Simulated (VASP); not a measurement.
# Te (Pm-3n) in VASP: single point with PBEsol

Aim: the single point of Te with PBEsol.

Program: VASP 6.6.1. These are calculated values, not measurements. Logs are shortened: lines on timing, memory, paths and dates and some standing lists are left out, and cuts for length are marked.

## 1. The cell of the first run

Symmetry: Pm-3n, No. 223, cubic system. The conventional cell has a = 6.044 Å, b = 6.044 Å, c = 6.044 Å, α = 90.00°, β = 90.00°, γ = 90.00°. Te (site symmetry m-3) has 12 Te at 3.38 Å within 4.4 Å. Within 4.0 Å of Te (site symmetry -4m2) lie 14 Te at 3.02 to 3.70 Å.

## 2. Single point, PBEsol

INCAR reads:

```
SYSTEM = Te
  ALGO = Normal
  EDIFF = 1E-7
  ENCUT = 520
  GGA = PS
  ISIF = 2
  ISMEAR = -1
  LASPH = .True.
  LCHARG = .False.
  LREAL = .False.
  LWAVE = .False.
  NBANDS = 34
  NELM = 60
  PREC = Accurate
  SIGMA = 0.1
```

KPOINTS reads:

```
k-points
0
Gamma
  4 4 4
  0 0 0
```

POSCAR reads:

```
Te
1.0
    6.0441421583      0.0000000000      0.0000000000
    0.0000000000      6.0441421583      0.0000000000
    0.0000000000      0.0000000000      6.0441421583
Te
8
Direct
    0.0000000000      1.0000000000      0.0000000000
    0.5000000000      0.5000000000      0.5000000000
    0.2500000000      0.0000000000      0.5000000000
    0.7500000000      1.0000000000      0.5000000000
    0.5000000000      0.2500000000      0.0000000000
    0.5000000000      0.7500000000      0.0000000000
    0.0000000000      0.5000000000      0.2500000000
    0.0000000000      0.5000000000      0.7500000000
```

Potentials or basis: VASP PAW PBE potentials, release 64 (Te).

On the command line:

```sh
> cat potpaw_PBE.64/Te/POTCAR > POTCAR
> mpirun -np 1 vasp_std > vasp.out
```

OUTCAR:

```text
SYSTEM = Te
   EDIFF = 1E-7
   ENCUT = 520
   GGA = PS
   ISIF = 2
   ISMEAR = -1
   LASPH = .True.
   LREAL = .False.
   NELM = 60
   PREC = Accurate

 ion  position               nearest neighbor table
   1  0.000  0.000  0.000-   3 3.38   4 3.38   5 3.38   6 3.38   7 3.38   8 3.38   3 3.38   4 3.38
                             7 3.38   8 3.38   5 3.38   6 3.38
   2  0.500  0.500  0.500-   3 3.38   4 3.38   5 3.38   6 3.38   7 3.38   8 3.38   5 3.38   6 3.38
                             3 3.38   4 3.38   7 3.38   8 3.38
   3  0.250  0.000  0.500-   4 3.02   4 3.02   1 3.38   1 3.38   2 3.38   2 3.38
   4  0.750  0.000  0.500-   3 3.02   3 3.02   1 3.38   1 3.38   2 3.38   2 3.38
   5  0.500  0.250  0.000-   6 3.02   6 3.02   1 3.38   2 3.38   2 3.38   1 3.38
   6  0.500  0.750  0.000-   5 3.02   5 3.02   1 3.38   2 3.38   2 3.38   1 3.38
   7  0.000  0.500  0.250-   8 3.02   8 3.02   1 3.38   2 3.38   1 3.38   2 3.38
   8  0.000  0.500  0.750-   7 3.02   7 3.02   1 3.38   2 3.38   1 3.38   2 3.38

  LATTYP: Found a simple cubic cell.
 ALAT       =     6.0441421583

  Lattice vectors:

 A1 = (   6.0441421583,   0.0000000000,   0.0000000000)
 A2 = (   0.0000000000,   6.0441421583,   0.0000000000)
 A3 = (   0.0000000000,   0.0000000000,   6.0441421583)

Analysis of symmetry for initial positions (statically):
=====================================================================
 Subroutine PRICEL returns:
 Original cell was already a primitive cell.

 Routine SETGRP: Setting up the symmetry group for a
 simple cubic supercell.

 Subroutine GETGRP returns: Found 48 space group operations
 (whereof 24 operations were pure point group operations)
 out of a pool of 48 trial point group operations.

The static configuration has the point symmetry T_h .
 The point group associated with its full space group is O_h .

Analysis of symmetry for dynamics (positions and initial velocities):
=====================================================================
 Subroutine PRICEL returns:
 Original cell was already a primitive cell.

 Routine SETGRP: Setting up the symmetry group for a
 simple cubic supercell.

 Subroutine GETGRP returns: Found 48 space group operations
 (whereof 24 operations were pure point group operations)
 out of a pool of 48 trial point group operations.

The dynamic configuration has the point symmetry T_h .
 The point group associated with its full space group is O_h .

 Subroutine INISYM returns: Found 48 space group operations
 (whereof 24 operations are pure point group operations),
[... 98 lines left out ...]
   NFREE  =      0    steps in history (QN), initial steepest desc. (CG)
   ISIF   =      2    stress and relaxation
   ISYM   =      2    0-nonsym 1-usesym 2-fastsym
   POTIM  = 0.5000    time-step for ionic-motion
   TEBEG  =    0.0;   TEEND  =   0.0 temperature during run
   PSTRESS=    0.0 pullay stress
   NELECT =      48.0000    total number of electrons
   NUPDOWN=      -1.0000    fix difference up-down
   EMIN   =  10.00;   EMAX   =-10.00  energy-range for DOS
   EFERMI =   0.00;   METHOD = LEGACY
   ISMEAR =    -1;   SIGMA  =   0.10  broadening in eV -4-tet -1-fermi 0-gaus
   EFERMI_NEDOS =   21; number of points for ismear=-14 and -15
   IALGO  =     38    algorithm
   IMIX   =      4    mixing-type and parameters
     AMIX     =   0.40;   BMIX     =  1.00
     AMIX_MAG =   1.60;   BMIX_MAG =  1.00
  volume/ion in A,a.u.               =      27.60       186.26
  Fermi-wavevector in a.u.,A,eV,Ry     =   0.984360  1.860170 13.183561  0.968964
  Thomas-Fermi vector in A             =   2.115587
   LORBIT       =      0    0 simple, 1 ext, 2 COOP (PROOUT), +10 PAW based schemes
   GGA     = PS    functional components
   LHFCALC =     F    Hartree Fock is set to
   AEXX    =    0.0000 exact exchange contribution
   IVDW    =     0    specifies the selected vdW correction
   LEPSILON=     F    determine dielectric tensor
   LRPA    =     F    only Hartree local field effects (RPA)
 non-spin polarized calculation
  energy-cutoff  :      520.00
  volume of cell :      220.80
 maximum number of plane-waves:      6031
 NGX is ok and might be reduce to    48
   NGX = 23   NGY = 23   NGZ = 23

 number of electron      48.0000009 magnetization

 Free energy of the ion-electron system (eV)
  ---------------------------------------------------
  ext. energy  EPLUGINS =         0.00000000
  ---------------------------------------------------
  free energy    TOTEN  =       -25.20273723 eV

  energy without entropy =      -24.89012670  energy(sigma->0) =      -25.04643196

 E-fermi :   8.0448     XC(G=0): -10.3248

 val. band max:        8.0179608321   @ k =   0.5000   0.2500   0.2500
 cond. band min:       8.0699323234   @ k =   0.2500   0.2500   0.0000
 fundamental gap:      0.0519714913
 Fermi energy:         8.0447797726

 k-point     1 :       0.0000    0.0000    0.0000
  band No.  band energies     occupation
      1      -6.0755      2.00000
      2      -3.6136      2.00000
      3      -3.6136      2.00000
      4      -3.4556      2.00000
      5      -1.8599      2.00000
      6      -1.8599      2.00000
[... 359 lines left out ...]
     33      15.3807      0.00000
     34      15.3807      0.00000

------------------------ aborting loop because EDIFF is reached ----------------------------------------

  FORCE on cell =-STRESS in cart. coord.  units (eV):
  Direction    XX          YY          ZZ          XY          YZ          ZX
  --------------------------------------------------------------------------------------
  -------------------------------------------------------------------------------------
  Total       -0.0029539     -0.0029539     -0.0029539      0.0000000     -0.0000000     -0.0000000
  in kB       -0.0214338     -0.0214338     -0.0214338      0.0000000     -0.0000000     -0.0000000
  external PRESSURE =      -0.0214338 kB  Pullay stress =       0.0000000 kB

 VOLUME and BASIS-vectors are now :
 -----------------------------------------------------------------------------
  energy-cutoff  :      520.00
  volume of cell :      220.80
      direct lattice vectors                 reciprocal lattice vectors
     6.044142158  0.000000000  0.000000000     0.165449451  0.000000000  0.000000000
     0.000000000  6.044142158  0.000000000     0.000000000  0.165449451  0.000000000
     0.000000000  0.000000000  6.044142158     0.000000000  0.000000000  0.165449451

 POSITION                                       TOTAL-FORCE (eV/Angst)
 -----------------------------------------------------------------------------------
      0.00000      0.00000      0.00000        -0.000000     -0.000000     -0.000000
      3.02207      3.02207      3.02207        -0.000000     -0.000000     -0.000000
      1.51104      0.00000      3.02207        -0.000000      0.000000     -0.000000
      4.53311      0.00000      3.02207         0.000000      0.000000      0.000000
      3.02207      1.51104      0.00000         0.000000     -0.000000      0.000000
      3.02207      4.53311      0.00000        -0.000000     -0.000000     -0.000000
      0.00000      3.02207      1.51104        -0.000000     -0.000000     -0.000000
      0.00000      3.02207      4.53311        -0.000000     -0.000000     -0.000000
 -----------------------------------------------------------------------------------
    total drift:                               -0.000000     -0.000000      0.000000

  FREE ENERGIE OF THE ION-ELECTRON SYSTEM (eV)
  ---------------------------------------------------
  free  energy   TOTEN  =       -25.2027372301 eV

  energy  without entropy=      -24.8901266985  energy(sigma->0) =      -25.04643196
```

OSZICAR:

```text
N       E                     dE             d eps       ncg     rms          rms(c)
DAV:   1     0.219865174138E+03    0.21987E+03   -0.17580E+04   680   0.115E+03
DAV:   2    -0.856959611460E+01   -0.22843E+03   -0.21925E+03   906   0.174E+02
DAV:   3    -0.249973176071E+02   -0.16428E+02   -0.15924E+02   820   0.482E+01
DAV:   4    -0.253015488443E+02   -0.30423E+00   -0.30334E+00   768   0.775E+00
DAV:   5    -0.253088499689E+02   -0.73011E-02   -0.73006E-02   816   0.134E+00    0.201E+01
DAV:   6    -0.252121143793E+02    0.96736E-01   -0.14305E-01   726   0.167E+00    0.124E+01
DAV:   7    -0.252035395036E+02    0.85749E-02   -0.10132E-01   716   0.125E+00    0.182E+00
DAV:   8    -0.252030689054E+02    0.47060E-03   -0.43451E-03   800   0.294E-01    0.943E-01
DAV:   9    -0.252028087077E+02    0.26020E-03   -0.12319E-03   732   0.133E-01    0.394E-01
DAV:  10    -0.252027417032E+02    0.67004E-04   -0.16962E-04   718   0.575E-02    0.122E-01
DAV:  11    -0.252027374375E+02    0.42657E-05   -0.25840E-05   742   0.182E-02    0.861E-02
DAV:  12    -0.252027377129E+02   -0.27543E-06   -0.37939E-06   728   0.682E-03    0.271E-02
DAV:  13    -0.252027370818E+02    0.63108E-06   -0.78521E-07   708   0.334E-03    0.113E-02
DAV:  14    -0.252027372026E+02   -0.12077E-06   -0.13280E-07   438   0.156E-03    0.396E-03
DAV:  15    -0.252027372301E+02   -0.27540E-07   -0.36943E-08   380   0.733E-04
   1 F= -.25202737E+02 E0= -.25046432E+02  d E =-.312611E+00
```

stdout:

```text
POSCAR found type information on POSCAR Te
 POSCAR found :  1 types and       8 ions
 scaLAPACK will be used
 -----------------------------------------------------------------------------
|                                                                             |
|                                                                             |
|     You enforced a specific xc type in the INCAR file but a different       |
|     I HOPE YOU KNOW WHAT YOU ARE DOING!                                     |
|                                                                             |
 -----------------------------------------------------------------------------

 LDA part: xc-table for (Slater+PW92), standard interpolation
 POSCAR, INCAR and KPOINTS ok, starting setup
 FFT: planning ... GRIDC
 FFT: planning ... GRID_SOFT
 FFT: planning ... GRID
 WAVECAR not read
 entering main loop
```

Wall time 76 s (1 thread of Intel Xeon Platinum 8259CL at 2.50GHz (Skylake/Cascade Lake), shared host); peak memory 0.32 GiB.

What came out:

```
Free energy            : -25.2027 eV
Pressure               : 0.0 GPa
Band gap on the k mesh : zero (band 24 reaches 8.12 eV, above the bottom of band 25 at 7.19 eV)
```

Caveat: the PAW data sets were made with another functional, which shifts forces and pressure a little; spin-orbit coupling is left out, which moves the levels of the heavy elements.
